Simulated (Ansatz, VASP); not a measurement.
## Sc2GeSe: VASP beside Ansatz

```
Sc Ge Se
1.0
     4.95237    0.00000    0.00000
     0.00000    4.95237    0.00000
     0.00000    0.00000    3.44075
Sc Ge Se
2 1 1
Cartesian
  2.4762 0.0000 2.3619
  0.0000 2.4762 2.3619
  2.4762 2.4762 0.9046
  0.0000 0.0000 3.3512
```

Alike in both runs: functional PBE; k mesh 4 × 4 × 6; occupations gaussian, width 0.1 eV; no spin polarisation.

Ansatz relaxed the structure, and its values are those at the end. VASP's run is a single point on that final structure, the one shown.

```csv
,VASP,Ansatz
version,VASP 6.6.1,Ansatz 0.2.0
potentials or method,"VASP PAW PBE potentials, release 64 (Sc_sv, Ge_d, Se), cutoff 520 eV","scalar-relativistic, plane waves, PAW"
valence electrons in the cell,42,52
```

```tsv
	VASP	Ansatz	Ansatz less VASP
gap on the k mesh at the Fermi level (eV)	none	none	-
pressure (GPa)	0.1	-0.1	-0.16
rms of the force components (eV/Å)	0.006	0.009	+0.0033
```

A gap of «none» marks a metal or a gap that the smearing closes. VASP's potentials hold 42 valence electrons a cell and Ansatz's 52, so a difference there can come from the potentials and not from the codes.
